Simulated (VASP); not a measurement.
Set up this calculation in VASP 6.6.1, as the native input.

```
Task                   : single point
Functional             : PBE
Potentials or basis    : VASP PAW PBE potentials, release 64 (Ga_d, B, As)
Cutoff                 : 520 eV
k mesh                 : 6 × 6 × 6
Occupations            : gaussian, width 0.1 eV
Spin                   : no spin polarisation
Dipole correction      : no
Further INCAR settings : ALGO = Normal; EDIFF = 1e-07; NBANDS = 45
```

The structure of Ga4BAs3 lies in POSCAR:

```
Ga4BAs3
1.0
    3.7922812195      2.1894745829      3.3675027602
   -3.7922812195      2.1894745829      3.3675027602
    0.0000000000     -4.3789491659      3.3675027602
Ga B As
4 1 3
Direct
    0.2549848191      0.7777535328      0.2549848191
    0.9514480142      0.9514480142      0.9514480142
    0.7777535328      0.2549848191      0.2549848191
    0.2549848191      0.2549848191      0.7777535328
    0.7409564200      0.7409564200      0.7409564200
    0.5210061455      0.5210061455      0.9778601037
    0.5210061455      0.9778601037      0.5210061455
    0.9778601037      0.5210061455      0.5210061455
```

The input as run:

INCAR

```
SYSTEM = Ga4BAs3
ALGO = Normal
EDIFF = 1E-7
ENCUT = 520
GGA = PE
ISIF = 2
ISMEAR = 0
LASPH = .TRUE.
LCHARG = .TRUE.
LELF = .TRUE.
LREAL = .FALSE.
LVHAR = .TRUE.
LWAVE = .FALSE.
NBANDS = 45
NELM = 80
PREC = Accurate
SIGMA = 0.1
```

KPOINTS

```
k-points
0
G
  6 6 6
  0 0 0
```

Potentials or basis: VASP PAW PBE potentials, release 64 (Ga_d, B, As).

Command:

```sh
$ cat potpaw_PBE.64/Ga_d/POTCAR potpaw_PBE.64/B/POTCAR potpaw_PBE.64/As/POTCAR > POTCAR
$ mpirun -np 1 vasp_std > vasp.out
```

Results of the run:

```
Pressure               : 0.2 GPa
Largest force          : 0.035 eV/Å
Band gap on the k mesh : zero (bands 35 and 36 overlap by 1.25 eV)
```

Wall time 6.7 min on 1 thread of Intel(R) Xeon(R) Platinum 8488C (Sapphire Rapids) (shared host), peak memory 0.37 GiB.
